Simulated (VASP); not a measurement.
# CoH3 (Pm-3m) in VASP: a series of runs

CoH3 is run at these levels: PBE; tasks: single point.

Everything below comes from runs of VASP 6.6.1. Logs are shortened: lines on timing, memory, paths and dates and some standing lists are left out, and cuts for length are marked.

## (1) The cell of the first run

Symmetry: Pm-3m, No. 221, cubic system. Conventional cell: a = 2.613 Å, b = 2.613 Å, c = 2.613 Å, α = 90.00°, β = 90.00°, γ = 90.00°. Within 2.5 Å of Co (site symmetry m-3m) lie 12 H at 1.85 Å. Within 2.5 Å of H (site symmetry 4/mmm) lie 4 Co at 1.85 Å and 8 H at 1.85 Å.

## (2) Single point, PBE

Contents of INCAR:

```
SYSTEM = CoH3
  ALGO = Normal
  EDIFF = 1E-6
  ENCUT = 520
  GGA = PE
  ISIF = 2
  ISMEAR = 0
  LASPH = .TRUE.
  LCHARG = .FALSE.
  LREAL = .FALSE.
  LWAVE = .FALSE.
  NBANDS = 14
  NELM = 80
  PREC = Accurate
  SIGMA = 0.1
```

Contents of KPOINTS:

```
k-points
0
G
  14 14 14
  0 0 0
```

Contents of POSCAR:

```
CoH3
1.0
    2.6126796819      0.0000000000      0.0000000000
    0.0000000000      2.6126796819      0.0000000000
    0.0000000000      0.0000000000      2.6126796819
Co H
1 3
Direct
    0.0000000000      0.0000000000      0.0000000000
    0.0000000000      0.5000000000      0.5000000000
    0.5000000000      0.0000000000      0.5000000000
    0.5000000000      0.5000000000      0.0000000000
```

Potentials or basis: VASP PAW PBE potentials, release 64 (Co, H).

On the command line:

```
$ cat potpaw_PBE.64/Co/POTCAR potpaw_PBE.64/H/POTCAR > POTCAR
$ mpirun -np 1 vasp_std > vasp.out
```

OUTCAR:

```text
SYSTEM = CoH3
   EDIFF = 1E-6
   ENCUT = 520
   GGA = PE
   ISIF = 2
   ISMEAR = 0
   LASPH = .TRUE.
   LREAL = .FALSE.
   NELM = 80
   PREC = Accurate

 ion  position               nearest neighbor table
   1  0.000  0.000  0.000-   2 1.85   3 1.85   4 1.85   2 1.85   3 1.85   2 1.85   4 1.85   2 1.85
                             3 1.85   4 1.85   3 1.85   4 1.85
   2  0.000  0.500  0.500-   1 1.85   1 1.85   1 1.85   1 1.85
   3  0.500  0.000  0.500-   1 1.85   1 1.85   1 1.85   1 1.85
   4  0.500  0.500  0.000-   1 1.85   1 1.85   1 1.85   1 1.85

  LATTYP: Found a simple cubic cell.
 ALAT       =     2.6126796819

  Lattice vectors:

 A1 = (   2.6126796819,   0.0000000000,   0.0000000000)
 A2 = (   0.0000000000,   2.6126796819,   0.0000000000)
 A3 = (   0.0000000000,   0.0000000000,   2.6126796819)

Analysis of symmetry for initial positions (statically):
=====================================================================
 Subroutine PRICEL returns:
 Original cell was already a primitive cell.

 Routine SETGRP: Setting up the symmetry group for a
 simple cubic supercell.

 Subroutine GETGRP returns: Found 48 space group operations
 (whereof 48 operations were pure point group operations)
 out of a pool of 48 trial point group operations.

The static configuration has the point symmetry O_h .

Analysis of symmetry for dynamics (positions and initial velocities):
=====================================================================
 Subroutine PRICEL returns:
 Original cell was already a primitive cell.

 Routine SETGRP: Setting up the symmetry group for a
 simple cubic supercell.

 Subroutine GETGRP returns: Found 48 space group operations
 (whereof 48 operations were pure point group operations)
 out of a pool of 48 trial point group operations.

The dynamic configuration has the point symmetry O_h .

 Subroutine INISYM returns: Found 48 space group operations
 (whereof 48 operations are pure point group operations),
 and found     1 'primitive' translations

----------------------------------------------------------------------------------------

                                     Primitive cell

  volume of cell :      17.8344

  direct lattice vectors                    reciprocal lattice vectors
     2.612679682  0.000000000  0.000000000     0.382748795  0.000000000  0.000000000
     0.000000000  2.612679682  0.000000000     0.000000000  0.382748795  0.000000000
     0.000000000  0.000000000  2.612679682     0.000000000  0.000000000  0.382748795

  length of vectors
     2.612679682  2.612679682  2.612679682     0.382748795  0.382748795  0.382748795

  position of ions in fractional coordinates (direct lattice)
     0.000000000  0.000000000  0.000000000
     0.000000000  0.500000000  0.500000000
     0.500000000  0.000000000  0.500000000
     0.500000000  0.500000000  0.000000000

  ion indices of the primitive-cell ions
   primitive index   ion index
                 1           1
                 2           2
                 3           3
                 4           4

----------------------------------------------------------------------------------------

 KPOINTS: k-points

Automatic generation of k-mesh.
 Grid dimensions read from file:
 generate k-points for:   14   14   14

 Generating k-lattice:

  Cartesian coordinates                     Fractional coordinates (reciprocal lattice)
     0.027339200  0.000000000  0.000000000     0.071428571  0.000000000  0.000000000
     0.000000000  0.027339200  0.000000000     0.000000000  0.071428571  0.000000000
     0.000000000  0.000000000  0.027339200     0.000000000  0.000000000  0.071428571

  Length of vectors
     0.027339200  0.027339200  0.027339200

  Shift w.r.t. Gamma in fractional coordinates (k-lattice)
     0.000000000  0.000000000  0.000000000

 Subroutine IBZKPT returns following result:
 ===========================================

 Found    120 irreducible k-points:

 Following reciprocal coordinates:
            Coordinates               Weight
  0.000000  0.000000  0.000000      1.000000
  0.071429  0.000000  0.000000      6.000000
  0.142857  0.000000  0.000000      6.000000
  0.214286  0.000000  0.000000      6.000000
  0.285714  0.000000  0.000000      6.000000
  0.357143  0.000000  0.000000      6.000000
[... 16 lines left out ...]
  0.285714  0.214286  0.000000     24.000000
  0.357143  0.214286  0.000000     24.000000
 [... further k-points ...]
   k-points           NKPTS =    120   k-points in BZ     NKDIM =    120   number of bands    NBANDS=     14
   number of dos      NEDOS =    301   number of ions     NIONS =      4
   total plane-waves  NPLWV =   8000
   dimension x,y,z NGX =    20 NGY =   20 NGZ =   20
   dimension x,y,z NGXF=    40 NGYF=   40 NGZF=   40
   ions per type =               1   3
   NGX,Y,Z   is equivalent  to a cutoff of  12.73, 12.73, 12.73 a.u.
   NGXF,Y,Z  is equivalent  to a cutoff of  25.45, 25.45, 25.45 a.u.
 SYSTEM =  CoH3
   PREC   = accura    normal or accurate (medium, high low for compatibility)
   ISTART =      0    job   : 0-new  1-cont  2-samecut
   ICHARG =      2    charge: 1-file 2-atom 10-const
   ISPIN  =      1    spin polarized calculation?
   LNONCOLLINEAR =      F non collinear calculations
   LSORBIT =      F    spin-orbit coupling
   LASPH  =      T    aspherical Exc in radial PAW
   ENCUT  =  520.0 eV  38.22 Ry    6.18 a.u.   4.86  4.86  4.86*2*pi/ulx,y,z
   NELM   =     80;   NELMIN=  2; NELMDL= -5     # of ELM steps
   EDIFF  = 0.1E-05   stopping-criterion for ELM
   LREAL  =      F    real-space projection
   EDIFFG = 0.1E-04   stopping-criterion for IOM
   NSW    =      0    number of steps for IOM
   IBRION =     -1    ionic relax: 0-MD 1-quasi-New 2-CG
   NFREE  =      0    steps in history (QN), initial steepest desc. (CG)
   ISIF   =      2    stress and relaxation
   ISYM   =      2    0-nonsym 1-usesym 2-fastsym
   POTIM  = 0.5000    time-step for ionic-motion
   TEBEG  =    0.0;   TEEND  =   0.0 temperature during run
   PSTRESS=    0.0 pullay stress
   NELECT =      12.0000    total number of electrons
   NUPDOWN=      -1.0000    fix difference up-down
   EMIN   =  10.00;   EMAX   =-10.00  energy-range for DOS
   EFERMI =   0.00;   METHOD = LEGACY
   ISMEAR =     0;   SIGMA  =   0.10  broadening in eV -4-tet -1-fermi 0-gaus
   EFERMI_NEDOS =   21; number of points for ismear=-14 and -15
   IALGO  =     38    algorithm
   IMIX   =      4    mixing-type and parameters
     AMIX     =   0.40;   BMIX     =  1.00
     AMIX_MAG =   1.60;   BMIX_MAG =  1.00
  volume/ion in A,a.u.               =       4.46        30.09
  Fermi-wavevector in a.u.,A,eV,Ry     =   1.434550  2.710907 27.999895  2.057934
  Thomas-Fermi vector in A             =   2.553946
   LORBIT       =      0    0 simple, 1 ext, 2 COOP (PROOUT), +10 PAW based schemes
   GGA     = PE    functional components
   LHFCALC =     F    Hartree Fock is set to
   AEXX    =    0.0000 exact exchange contribution
   IVDW    =     0    specifies the selected vdW correction
   LEPSILON=     F    determine dielectric tensor
   LRPA    =     F    only Hartree local field effects (RPA)
 non-spin polarized calculation
 Gauss-broadening in eV      SIGMA  =   0.10
  energy-cutoff  :      520.00
  volume of cell :       17.83
 maximum number of plane-waves:       500
 NGX is ok and might be reduce to    20

 number of electron      11.9999995 magnetization

 Free energy of the ion-electron system (eV)
  ---------------------------------------------------
  ext. energy  EPLUGINS =         0.00000000
  ---------------------------------------------------
  free energy    TOTEN  =       -16.19842126 eV

  energy without entropy =      -16.19528277  energy(sigma->0) =      -16.19685201

 E-fermi :   8.2805     XC(G=0): -12.7625

 val. band max:        8.2360307181   @ k =   0.4286   0.3571   0.0000
 cond. band min:       8.3107737167   @ k =   0.4286   0.4286   0.1429
 fundamental gap:      0.0747429986
 Fermi energy:         8.2804985799

 k-point     1 :       0.0000    0.0000    0.0000
  band No.  band energies     occupation
      1      -5.9309      2.00000
      2       3.6070      2.00000
      3       3.6070      2.00000
      4       7.3774      2.00000
      5       7.3774      2.00000
      6       7.3774      2.00000
      7      14.1289      0.00000
      8      14.1289      0.00000
      9      18.6658      0.00000
     10      18.6658      0.00000
     11      18.6658      0.00000
     12      24.3225      0.00000
     13      36.1913      0.00000
     14      36.1913      0.00000

 k-point     2 :       0.0714    0.0000    0.0000
  band No.  band energies     occupation
      1      -5.8191      2.00000
      2       3.5849      2.00000
      3       3.6641      2.00000
      4       7.3192      2.00000
      5       7.3192      2.00000
      6       7.3814      2.00000
      7      13.4275      0.00000
      8      14.0338      0.00000
      9      18.8387      0.00000
     10      18.8387      0.00000
     11      19.0076      0.00000
     12      24.9946      0.00000
     13      34.1882      0.00000
     14      35.8733      0.00000

 k-point     3 :       0.1429    0.0000    0.0000
  band No.  band energies     occupation
      1      -5.4861      2.00000
      2       3.4824      2.00000
      3       3.8300      2.00000
      4       7.1615      2.00000
      5       7.1615      2.00000
      6       7.3927      2.00000
      7      11.9960      0.00000
      8      13.7598      0.00000
      9      19.3416      0.00000
     10      19.3416      0.00000
     11      19.6007      0.00000
     12      26.7471      0.00000
     13      32.3777      0.00000
     14      34.6933      0.00000

 k-point     4 :       0.2143    0.0000    0.0000
  band No.  band energies     occupation
      1      -4.9388      2.00000
      2       3.1934      2.00000
      3       4.0868      2.00000
      4       6.9455      2.00000
      5       6.9455      2.00000
      6       7.4091      2.00000
      7      10.5858      0.00000
      8      13.3417      0.00000
      9      20.1355      0.00000
     10      20.1355      0.00000
     11      20.2033      0.00000
     12      28.8033      0.00000
     13      30.9376      0.00000
     14      33.1074      0.00000

 k-point     5 :       0.2857    0.0000    0.0000
  band No.  band energies     occupation
      1      -4.1908      2.00000
      2       2.5857      2.00000
      3       4.4011      2.00000
      4       6.7200      2.00000
      5       6.7200      2.00000
      6       7.4274      2.00000
      7       9.5471      0.00000
      8      12.8428      0.00000
      9      20.8683      0.00000
     10      21.1738      0.00000
     11      21.1738      0.00000
[... 276 lines left out ...]
 k-point    22 :       0.2143    0.2143    0.0000
  band No.  band energies     occupation
      1      -3.9940      2.00000
      2       3.5849      2.00000
      3       3.9002      2.00000
      4       6.3286      2.00000
      5       6.9455      2.00000
      6       7.0681      2.00000
      7      10.1692      0.00000
      8      11.9779      0.00000
      9      17.3563      0.00000
     10      21.5319      0.00000
     11      24.7646      0.00000
     12      25.6788      0.00000
     13      31.9411      0.00000
     14      32.0704      0.00000

 k-point    23 :       0.2857    0.2143    0.0000
  band No.  band energies     occupation
      1      -3.2879      2.00000
      2       3.1611      2.00000
      3       4.1198      2.00000
      4       6.1104      2.00000
      5       6.7804      2.00000
      6       7.0550      2.00000
      7       9.4732      0.00000
      8      11.8913      0.00000
      9      17.2019      0.00000
     10      22.5283      0.00000
     11      24.2521      0.00000
     12      25.3086      0.00000
     13      32.0609      0.00000
     14      32.1709      0.00000

 k-point    24 :       0.3571    0.2143    0.0000
  band No.  band energies     occupation
      1      -2.4241      2.00000
      2       2.2919      2.00000
      3       4.5133      2.00000
      4       5.9257      2.00000
      5       6.6064      2.00000
      6       7.0774      2.00000
      7       8.8977      0.00000
      8      11.9235      0.00000
      9      17.2269      0.00000
     10      23.0880      0.00000
     11      23.7296      0.00000
     12      25.3803      0.00000
     13      30.2384      0.00000
     14      31.9108      0.00000

 [... further k-points ...]

------------------------ aborting loop because EDIFF is reached ----------------------------------------

  FORCE on cell =-STRESS in cart. coord.  units (eV):
  Direction    XX          YY          ZZ          XY          YZ          ZX
  --------------------------------------------------------------------------------------
  -------------------------------------------------------------------------------------
  Total       -0.0569052     -0.0569052     -0.0569052      0.0000000     -0.0000000      0.0000000
  in kB       -5.1121574     -5.1121574     -5.1121574      0.0000000     -0.0000000      0.0000000
  external PRESSURE =      -5.1121574 kB  Pullay stress =       0.0000000 kB

 VOLUME and BASIS-vectors are now :
 -----------------------------------------------------------------------------
  energy-cutoff  :      520.00
  volume of cell :       17.83
      direct lattice vectors                 reciprocal lattice vectors
     2.612679682  0.000000000  0.000000000     0.382748795  0.000000000  0.000000000
     0.000000000  2.612679682  0.000000000     0.000000000  0.382748795  0.000000000
     0.000000000  0.000000000  2.612679682     0.000000000  0.000000000  0.382748795

 POSITION                                       TOTAL-FORCE (eV/Angst)
 -----------------------------------------------------------------------------------
      0.00000      0.00000      0.00000         0.000000      0.000000      0.000000
      0.00000      1.30634      1.30634         0.000000      0.000000      0.000000
      1.30634      0.00000      1.30634         0.000000      0.000000      0.000000
      1.30634      1.30634      0.00000         0.000000      0.000000      0.000000
 -----------------------------------------------------------------------------------
    total drift:                               -0.000000      0.000000     -0.000000

  FREE ENERGIE OF THE ION-ELECTRON SYSTEM (eV)
  ---------------------------------------------------
  free  energy   TOTEN  =       -16.1984212601 eV

  energy  without entropy=      -16.1952827661  energy(sigma->0) =      -16.19685201
```

Wall time 15 s (1 thread of Intel Xeon Platinum 8488C (Sapphire Rapids), shared host); peak memory 0.14 GiB.

Results:

```
Free energy            : -16.1984 eV
Pressure               : -0.5 GPa
Band gap on the k mesh : zero (band 6 reaches 12.45 eV, above the bottom of band 7 at 7.97 eV)
```

Spin polarisation is off, so any magnetic state and its effect on volume and gap are missing.

## (3) Single point, PBE

This run uses another cell than the first one: it holds 8 atoms, not 4.

Contents of INCAR:

```
SYSTEM = CoH3
  PREC = Accurate
  ENCUT = 520
  EDIFF = 1E-6
  ISMEAR = 0
  SIGMA = 0.2
  LREAL = .False.
  LASPH = .True.
  NELM = 100
  ALGO = Normal
  ISIF = 2
  LWAVE = .False.
  LCHARG = .False.
  GGA = PE
  NBANDS = 22
```

Contents of KPOINTS:

```
regular mesh
0
Gamma
  8 8 4
  0 0 0
```

Contents of POSCAR:

```
CoH3
1.0
   -2.6126796819      0.0000000000      0.0000000000
    0.0000000000      0.0000000000     -2.6126796819
    0.0000000000     -5.2253593639      0.0000000000
Co H
2 6
Direct
    1.0000000000      1.0000000000      1.0000000000
    0.0000000000      1.0000000000      0.5000000000
    1.0000000000      0.5000000000      0.7500000000
    1.0000000000      0.5000000000      0.2500000000
    0.5000000000      0.5000000000      0.5000000000
    0.5000000000      0.5000000000      1.0000000000
    0.5000000000      1.0000000000      0.7500000000
    0.5000000000      0.0000000000      0.2500000000
```

Potentials or basis: VASP PAW PBE potentials, release 64 (Co, H).

On the command line:

```
$ cat potpaw_PBE.64/Co/POTCAR potpaw_PBE.64/H/POTCAR > POTCAR
$ mpirun -np 1 vasp_std > vasp.out
```

It took 20 s on 1 thread of Intel Xeon Platinum 8488C (Sapphire Rapids), shared host; peak memory 0.16 GiB.

The run converged. Its results:

```yaml
Free_energy: -32.3932 eV
Pressure: -0.3 GPa
Band_gap_on_the_k_mesh: zero (band 12 reaches 8.60 eV, above the bottom of band 13 at 7.97 eV)
```

Levels at points of the mesh, in eV from the Fermi level:
```csv
k point,band 9,band 10,band 11,band 12,band 13,band 14,band 15,band 16
"(0.00, 0.00, 0.00)",-0.91,-0.91,-0.91,-0.83,0.38,3.56,5.84,5.84
"(0.50, 0.00, 0.00)",-1.93,-1.70,-1.70,-0.83,-0.32,0.38,3.11,3.56
"(0.50, 0.50, 0.00)",-1.70,-0.32,-0.26,-0.26,3.11,4.16,4.16,4.16
"(0.00, 0.00, 0.50)",-1.46,-1.46,-0.87,-0.87,1.72,1.72,4.81,4.81
"(0.50, 0.00, 0.50)",-1.82,-1.82,-1.28,-1.28,0.14,0.14,3.61,3.61
"(0.50, 0.50, 0.50)",-0.29,-0.29,0.31,0.31,0.31,0.31,3.34,3.34
```
